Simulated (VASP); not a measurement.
Input of a VASP 6.6.1 run:

The input INCAR:

```
SYSTEM = Li
ALGO     = Normal         ! electronic algorithm
EDIFF    = 1E-6           ! SCF threshold, eV
ENCUT    = 520            ! plane-wave cutoff, eV
GGA      = PE             ! functional
ISIF     = 2              ! what is computed and relaxed
ISMEAR   = -1             ! smearing method
LASPH    = .True.         ! aspherical terms in the spheres
LCHARG   = .True.         ! write CHGCAR
LELF     = .True.         ! ELF
LREAL    = .False.        ! projectors in reciprocal space
LVHAR    = .True.       
LWAVE    = .False.        ! write WAVECAR
NBANDS   = 10             ! bands
NELM     = 100            ! most SCF steps
PREC     = Accurate       ! precision mode
SIGMA    = 0.08           ! smearing width, eV
```

Contents of KPOINTS:

```
k-points
0
Gamma
  17 17 9
  0 0 0
```

The input POSCAR:

```
Li
1.0
    2.5841157713      0.0000000000      0.0000000000
   -1.2920578856      2.2379099043      0.0000000000
    0.0000000000      0.0000000000      4.2408426759
Li
2
Direct
    0.3333333333      0.6666666667      0.2500000000
    0.6666666667      0.3333333333      0.7500000000
```

Potentials or basis: VASP PAW PBE potentials, release 64 (Li_sv).

Run with:

```console
$ cat potpaw_PBE.64/Li_sv/POTCAR > POTCAR
$ mpirun -np 1 vasp_std > vasp.out
```

Task: Estimate the band gap on the k mesh.

Result: Zero (band 3 reaches 4.82 eV, above the bottom of band 4 at -0.17 eV).
